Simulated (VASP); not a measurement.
Wanted: the native input for a VASP 6.6.1 run.

| Property | Result |
| --- | --- |
| Task | single point |
| Functional | revPBE |
| Potentials or basis | VASP PAW PBE potentials, release 64 (Au) |
| Cutoff | 520 eV |
| k mesh | 4 × 4 × 2 |
| Occupations | tetrahedron |
| Spin | collinear spin |
| Starting moments | [0.0, 2.0] μB |
| Dipole correction | no |
| Further INCAR settings | ALGO = Fast; EDIFF = 1e-07; NBANDS = 22 |

The structure of Au lies in POSCAR:

```
Au
1.0
    1.4113099650     -2.5559330250      0.0000000000
    1.4113099650      2.5559330250      0.0000000000
    0.0000000000      0.0000000000      4.8931696100
Au
2
Direct
    0.6653279700      0.3346720300      0.2500000000
    0.3346720300      0.6653279700      0.7500000000
```

These files were run (other wordings do the same):

INCAR

```
PREC     = Accurate       # precision mode
ENCUT    = 520            # plane-wave cutoff, eV
EDIFF    = 1E-7           # SCF threshold, eV
ISMEAR   = -4             # smearing method
SIGMA    = 0.1            # smearing width, eV
LREAL    = False          # projectors in reciprocal space
LASPH    = True           # aspherical terms in the spheres
NELM     = 150            # most SCF steps
ALGO     = Fast           # electronic algorithm
ISIF     = 2              # what is computed and relaxed
LWAVE    = False          # write WAVECAR
LCHARG   = True           # write CHGCAR
ISPIN    = 2              # spin polarisation
MAGMOM   = 0 2            # initial moments
LORBIT   = 11             # projections on sites
LMAXMIX  = 4              # l up to which the mixer works
GGA      = RE             # functional
LELF     = True           # ELF
LVHAR    = True         
NBANDS   = 22             # bands
```

KPOINTS

```
Automatic mesh
0
Gamma
  4 4 2
```

Potentials or basis: VASP PAW PBE potentials, release 64 (Au).

The run is started by

```bash
$ cat potpaw_PBE.64/Au/POTCAR > POTCAR
$ mpirun -np 1 vasp_std > vasp.out
```

Results of the run:

| Item | Value |
| --- | --- |
| Pressure | 10.0 GPa |
| Largest force | 0.022 eV/Å |
| Band gap on the k mesh | zero (filled and empty bands overlap) |
| Net moment | 0.00 μB per cell |
| Valence electrons inside the program's atomic spheres | Au 9.58, 9.66 |

Caveat: the k points lie up to 0.64 Å⁻¹ apart; the PAW data sets were made with another functional, which shifts forces and pressure a little; spin-orbit coupling is left out, which moves the levels of the heavy elements.

It took 58 s on 1 thread of Intel(R) Xeon(R) 6975P-C (Granite Rapids) (shared host), peak memory 0.18 GiB.
